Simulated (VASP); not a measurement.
# Ti2Al6H in VASP: single point with PBE+D3(BJ)

Aim: the single point of Ti2Al6H with PBE+D3(BJ).

Everything below comes from runs of VASP 6.6.1. Logs are shortened: lines on timing, memory, paths and dates and some standing lists are left out, and cuts for length are marked.

**1. The cell of the first run**

The cell holds a slab with vacuum, 9 atoms: a = 5.024 Å, b = 5.024 Å, c = 21.219 Å, α = 90.00°, β = 90.00°, γ = 64.55°.

**2. Single point, PBE+D3(BJ)**

The input, INCAR:

```
SYSTEM = Ti2Al6H
  PREC = Accurate
  ENCUT = 520
  EDIFF = 1E-6
  ISMEAR = 0
  SIGMA = 0.1
  LREAL = .FALSE.
  LASPH = .TRUE.
  NELM = 80
  ALGO = Normal
  ISIF = 2
  LWAVE = .FALSE.
  LCHARG = .FALSE.
  LDIPOL = .TRUE.
  IDIPOL = 3
  DIPOL = 0.5 0.5 0.312
  GGA = PE
  IVDW = 12
  NBANDS = 32
```

The input, KPOINTS:

```
regular mesh
0
G
  6 6 1
  0 0 0
```

The input, POSCAR:

```
Ti2Al6H
1.0
    5.0241861190      0.0000000000      0.0000000000
    2.1588814530      4.5367033218      0.0000000000
    0.0000000000      0.0000000000     21.2187109014
Al Ti H
6 2 1
Direct
    0.5000000000      0.0000000000      0.1885128658
    0.0000000000      0.5000000000      0.1885128658
    0.0000000000      0.0000000000      0.2517328341
    0.0000000000      0.5000000000      0.3193548961
    0.5000000000      0.0000000000      0.3193548961
    0.5000000000      0.5000000000      0.3826203646
    0.5000000000      0.5000000000      0.2517328341
    0.0000000000      0.0000000000      0.3797002555
    0.5000000000      1.0000000000      0.5287178356
```

Potentials or basis: VASP PAW PBE potentials, release 64 (Al, Ti_sv, H).

The run is started by

```bash
$ cat potpaw_PBE.64/Al/POTCAR potpaw_PBE.64/Ti_sv/POTCAR potpaw_PBE.64/H/POTCAR > POTCAR
$ mpirun -np 1 vasp_std > vasp.out
```

OUTCAR:

```text
SYSTEM = Ti2Al6H
   PREC = Accurate
   ENCUT = 520
   EDIFF = 1E-6
   ISMEAR = 0
   LREAL = .FALSE.
   LASPH = .TRUE.
   NELM = 80
   ISIF = 2
   GGA = PE
   IVDW = 12
 IVDW          = 12

 ion  position               nearest neighbor table
   1  0.500  0.000  0.189-   2 2.68   2 2.68   5 2.78   7 2.85   7 2.85   3 2.85   3 2.85
   2  0.000  0.500  0.189-   1 2.68   1 2.68   4 2.78   3 2.85   3 2.85   7 2.85   7 2.85
   3  0.000  0.000  0.252-   7 2.68   7 2.68   8 2.72   2 2.85   2 2.85   1 2.85   1 2.85   4 2.89
                             4 2.89   5 2.89   5 2.89
   4  0.000  0.500  0.319-   5 2.68   5 2.68   2 2.78   8 2.82   8 2.82   6 2.85   6 2.85   3 2.89
                             3 2.89   7 2.89   7 2.89
   5  0.500  0.000  0.319-   4 2.68   4 2.68   1 2.78   8 2.82   8 2.82   6 2.85   6 2.85   7 2.89
                             7 2.89   3 2.89   3 2.89
   6  0.500  0.500  0.383-   8 2.68   8 2.68   7 2.78   5 2.85   5 2.85   4 2.85   4 2.85
   7  0.500  0.500  0.252-   3 2.68   3 2.68   6 2.78   1 2.85   1 2.85   2 2.85   2 2.85   5 2.89
                             5 2.89   4 2.89   4 2.89
   8  0.000  0.000  0.380-   6 2.68   6 2.68   3 2.72   4 2.82   4 2.82   5 2.82   5 2.82
   9  0.500  0.000  0.529-

  LATTYP: Found a base centered orthorhombic cell.
 ALAT       =     5.3657849248
 B/A-ratio  =     1.5833231892
 C/A-ratio  =     3.9544467769

  Lattice vectors:

 A1 = (  -2.1588814530,  -4.5367033218,   0.0000000000)
 A2 = (   5.0241861190,   0.0000000000,   0.0000000000)
 A3 = (   0.0000000000,   0.0000000000,  21.2187109014)

Analysis of symmetry for initial positions (statically):
=====================================================================
 Subroutine PRICEL returns:
 Original cell was already a primitive cell.

 Routine SETGRP: Setting up the symmetry group for a
 base centered orthorhombic supercell.

 Subroutine GETGRP returns: Found  2 space group operations
 (whereof  2 operations were pure point group operations)
 out of a pool of  8 trial point group operations.

The static configuration has the point symmetry C_2 .

Analysis of symmetry for dynamics (positions and initial velocities):
=====================================================================
 Subroutine PRICEL returns:
 Original cell was already a primitive cell.

 Routine SETGRP: Setting up the symmetry group for a
 base centered orthorhombic supercell.

 Subroutine GETGRP returns: Found  2 space group operations
 (whereof  2 operations were pure point group operations)
 out of a pool of  8 trial point group operations.

The dynamic configuration has the point symmetry C_2 .

 Subroutine INISYM returns: Found  2 space group operations
[... 123 lines left out ...]
   IALGO  =     38    algorithm
   IMIX   =      4    mixing-type and parameters
     AMIX     =   0.40;   BMIX     =  1.00
     AMIX_MAG =   1.60;   BMIX_MAG =  1.00
  volume/ion in A,a.u.               =      53.74       362.64
  Fermi-wavevector in a.u.,A,eV,Ry     =   0.730672  1.380770  7.263905  0.533882
  Thomas-Fermi vector in A             =   1.822700
   LORBIT       =      0    0 simple, 1 ext, 2 COOP (PROOUT), +10 PAW based schemes
   GGA     = PE    functional components
   LHFCALC =     F    Hartree Fock is set to
   AEXX    =    0.0000 exact exchange contribution
   IVDW    =    12    specifies the selected vdW correction
   LEPSILON=     F    determine dielectric tensor
   LRPA    =     F    only Hartree local field effects (RPA)
 non-spin polarized calculation
 Gauss-broadening in eV      SIGMA  =   0.10
  energy-cutoff  :      520.00
  volume of cell :      483.64
 maximum number of plane-waves:     13072
 NGX is ok and might be reduce to    40
   NGX = 19   NGY = 19   NGZ = 79

 dipolmoment           0.000000      0.000000     -0.144268 electrons x Angstroem

 number of electron      43.0000009 magnetization

 dipolmoment           0.000000      0.000000      0.261887 electrons x Angstroem

 Free energy of the ion-electron system (eV)
  ---------------------------------------------------
  ext. energy  EPLUGINS =         0.00000000
  ---------------------------------------------------
  free energy    TOTEN  =       -36.86002753 eV

  energy without entropy =      -36.82521054  energy(sigma->0) =      -36.84261904

 E-fermi :  -1.4949     XC(G=0):  -4.1018

 val. band max:       -1.5317509830   @ k =   0.0000  -0.1667   0.0000
 cond. band min:      -1.4835392893   @ k =   0.3333   0.0000   0.0000
 fundamental gap:      0.0482116938
 Fermi energy:        -1.4949026378

 k-point     1 :       0.0000    0.0000    0.0000
  band No.  band energies     occupation
      1     -58.4910      2.00000
      2     -58.0996      2.00000
      3     -34.9043      2.00000
      4     -34.7731      2.00000
      5     -34.6280      2.00000
      6     -34.5018      2.00000
[... 689 lines left out ...]
     31       1.7489      0.00000
     32       1.8642      0.00000

------------------------ aborting loop because EDIFF is reached ----------------------------------------

 vacuum level on the upper side and lower side of the slab       (xc-potential included)         0.819        -1.192

 Edisp (eV)   -2.02157

 E8    (eV) :    -0.9629

  FORCE on cell =-STRESS in cart. coord.  units (eV):
  Direction    XX          YY          ZZ          XY          YZ          ZX
  --------------------------------------------------------------------------------------
  -------------------------------------------------------------------------------------
  Total      -5.19996    -3.07426    -3.31129    -1.88695     0.00000     0.00000
  in kB     -17.22605   -10.18417   -10.96941    -6.25096     0.00000     0.00000
  external pressure =      -12.79 kB  Pullay stress =        0.00 kB

 VOLUME and BASIS-vectors are now :
 -----------------------------------------------------------------------------
  energy-cutoff  :      520.00
  volume of cell :      483.64
      direct lattice vectors                 reciprocal lattice vectors
     5.024186119  0.000000000  0.000000000     0.199037212 -0.094715858  0.000000000
     2.158881453  4.536703322  0.000000000     0.000000000  0.220424376  0.000000000
     0.000000000  0.000000000 21.218710901     0.000000000  0.000000000  0.047128216

 POSITION                                       TOTAL-FORCE (eV/Angst)
 -----------------------------------------------------------------------------------
      2.51209      0.00000      4.00000         0.000000      0.000000      0.489335
      1.07944      2.26835      4.00000        -0.000000      0.000000      0.508259
      0.00000      0.00000      5.34145        -0.000000      0.000000     -0.579001
      1.07944      2.26835      6.77630         0.000000      0.000000      0.042866
      2.51209      0.00000      6.77630         0.000000      0.000000     -0.101242
      3.59153      2.26835      8.11871        -0.000000      0.000000      0.209503
      3.59153      2.26835      5.34145         0.000000      0.000000     -0.487675
      0.00000      0.00000      8.05675         0.000000      0.000000      0.622826
      2.51209      0.00000     11.21871         0.000000      0.000000     -0.704871
 -----------------------------------------------------------------------------------
    total drift:                                0.000000      0.000000     -0.000125

  FREE ENERGIE OF THE ION-ELECTRON SYSTEM (eV)
  ---------------------------------------------------
  free  energy   TOTEN  =       -38.8815961273 eV

  energy  without entropy=      -38.8467791358  energy(sigma->0) =      -38.86418763

 vacuum level on the upper side and lower side of the slab         4.630         2.559
```

OSZICAR:

```text
N       E                     dE             d eps       ncg     rms          rms(c)
DAV:   1     0.265431877061E+03    0.26543E+03   -0.18168E+04  1592   0.103E+03
DAV:   2    -0.104067342653E+02   -0.27584E+03   -0.26852E+03  1576   0.270E+02
DAV:   3    -0.380394891710E+02   -0.27633E+02   -0.27288E+02  2120   0.732E+01
[... 21 lines left out ...]
DAV:  25    -0.368600118974E+02   -0.51008E-04   -0.11163E-04  1344   0.108E-02    0.114E-02
DAV:  26    -0.368600189165E+02   -0.70191E-05   -0.78235E-06  1176   0.544E-03    0.333E-03
DAV:  27    -0.368600238743E+02   -0.49578E-05   -0.53379E-07  1016   0.201E-03    0.120E-03
DAV:  28    -0.368600268644E+02   -0.29900E-05   -0.59732E-07   968   0.134E-03    0.145E-03
DAV:  29    -0.368600275338E+02   -0.66939E-06   -0.49918E-08   816   0.861E-04
   1 F= -.38881596E+02 E0= -.38864188E+02  d E =-.348170E-01
```

Run time: 7 min. Hardware: 1 thread of Intel Xeon 6975P-C (Granite Rapids), shared host; peak memory 0.69 GiB.

Results:

```
Free energy                : -38.8816 eV
Largest force              : 0.705 eV/Å
Dispersion energy per atom : -0.225 eV
```

Forces on the atoms (eV/Å):
```
Al   0.000  0.000  0.489
Al   0.000  0.000  0.508
Al   0.000  0.000 -0.579
Al   0.000  0.000  0.043
Al   0.000  0.000 -0.101
Al   0.000  0.000  0.210
Ti   0.000  0.000 -0.488
Ti   0.000  0.000  0.623
H    0.000  0.000 -0.705
```
